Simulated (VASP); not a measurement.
Write the native input for VASP 6.6.1 that does the following.

```yaml
Task: single point
Functional: PBE
Potentials_or_basis: VASP PAW PBE potentials, release 64 (Mo_sv, Ru_pv, W_sv)
Cutoff: 520 eV
k_mesh: 8 × 8 × 8
Occupations: gaussian, width 0.1 eV
Spin: no spin polarisation
Dipole_correction: no
Further_INCAR_settings: ALGO = Fast; EDIFF = 1e-06; NBANDS = 43
```

The structure of MoRu3W lies in POSCAR:

```
MoRu3W
1.0
    4.5286607307      0.0000000000      0.0000000000
    0.0000000000      4.5286607307      0.0000000000
    0.0000000000      0.0000000000      4.5286607307
Mo Ru W
1 3 1
Direct
    0.5000000000      0.5000000000      0.5000000000
    0.0000000000      0.5000000000      0.5000000000
    0.5000000000      0.0000000000      0.5000000000
    0.5000000000      0.5000000000      0.0000000000
    0.0000000000      0.0000000000      0.0000000000
```

The input as run:

INCAR

```
SYSTEM = MoRu3W
PREC     = Accurate       ! precision mode
ENCUT    = 520            ! plane-wave cutoff, eV
EDIFF    = 1E-6           ! SCF threshold, eV
ISMEAR   = 0              ! smearing method
SIGMA    = 0.1            ! smearing width, eV
LREAL    = .FALSE.        ! projectors in reciprocal space
LASPH    = .TRUE.         ! aspherical terms in the spheres
NELM     = 60             ! most SCF steps
ALGO     = Fast           ! electronic algorithm
ISIF     = 2              ! what is computed and relaxed
LWAVE    = .FALSE.        ! write WAVECAR
LCHARG   = .TRUE.         ! write CHGCAR
GGA      = PE             ! functional
LELF     = .TRUE.         ! ELF
LVHAR    = .TRUE.       
NBANDS   = 43             ! bands
```

KPOINTS

```
regular mesh
0
G
  8 8 8
  0 0 0
```

Potentials or basis: VASP PAW PBE potentials, release 64 (Mo_sv, Ru_pv, W_sv).

Command:

```bash
$ cat potpaw_PBE.64/Mo_sv/POTCAR potpaw_PBE.64/Ru_pv/POTCAR potpaw_PBE.64/W_sv/POTCAR > POTCAR
$ mpirun -np 1 vasp_std > vasp.out
```

Results of the run:

```
Pressure               : 0.7 GPa
Band gap on the k mesh : zero (band 35 reaches 9.57 eV, above the bottom of band 36 at 8.69 eV)
```

Caveat: spin-orbit coupling is left out, which moves the levels of the heavy elements.

Run time: 5 min on 1 thread of Intel Xeon 8259CL, with other jobs on the host, peak memory 0.29 GiB.
